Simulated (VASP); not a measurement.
Here is a VASP 6.6.1 calculation.

INCAR

```
  PREC = Accurate
  ENCUT = 520
  EDIFF = 1E-7
  ISMEAR = 0
  SIGMA = 0.05
  LREAL = Auto
  LASPH = True
  NELM = 150
  ALGO = Normal
  ISIF = 2
  LWAVE = False
  LCHARG = False
  ISPIN = 2
  MAGMOM = 0 0 0 0 0 0 0 0 0 0 0 0 0 0 0 0 0 0 0 0 0 0 1
  LORBIT = 11
  GGA = PE
  NBANDS = 88
```

File KPOINTS:

```
Automatic mesh
0
Gamma
  2 2 3
```

POSCAR

```
InSi6O16
1.0
   -4.1773000000     -4.1773000000      0.0000000000
    4.1773000000     -4.1773000000      0.0000000000
    0.0000000000      0.0000000000      5.3304000000
Si O In
6 16 1
Direct
    0.0000000000      0.5000000000      0.2570135410
    0.0000000000      0.5000000000      0.7429864590
    0.0000000000      0.0000000000      0.0000000000
    0.5000000000      0.0000000000      0.2545872766
    0.0000000000      0.0000000000      0.5000000000
    0.5000000000      0.0000000000      0.7454127234
    0.1741808781      0.5000000000      0.0000000000
    0.0000000000      0.1928057268      0.2498522110
    0.8258191219      0.5000000000      0.0000000000
    0.0000000000      0.8071942732      0.2498522110
    0.1877184881      0.5000000000      0.5000000000
    0.0000000000      0.1928057268      0.7501477890
    0.8122815119      0.5000000000      0.5000000000
    0.0000000000      0.8071942732      0.7501477890
    0.6940879739      0.0000000000      0.0000000000
    0.5000000000      0.7189543631      0.2951022992
    0.3059120261      0.0000000000      0.0000000000
    0.5000000000      0.2810456369      0.2951022992
    0.7036776328      0.0000000000      0.5000000000
    0.5000000000      0.7189543631      0.7048977008
    0.2963223672      0.0000000000      0.5000000000
    0.5000000000      0.2810456369      0.7048977008
    0.5000000000      0.5000000000      0.0000000000
```

Potentials or basis: VASP PAW PBE potentials, release 64 (Si, O, In_d).

Launch:

```bash
$ cat potpaw_PBE.64/Si/POTCAR potpaw_PBE.64/O/POTCAR potpaw_PBE.64/In_d/POTCAR > POTCAR
$ mpirun -np 1 vasp_std > vasp.out
```

What does it give for the pressure?

31.3 GPa.

Estimate the site moments.

Si -0.00, +0.00 (each value once); O +0.00, +0.01, -0.01, +0.06 (each value once); In -0.00 μB.

Estimate the largest force.

0.073 eV/Å.

Estimate the net moment.

0.11 μB per cell.

Stress tensor (GPa, compression positive):
```
35.16  3.02  0.00
 3.02 35.16  0.00
 0.00  0.00 23.48
```

Caveat: the k points lie up to 0.53 Å⁻¹ apart.
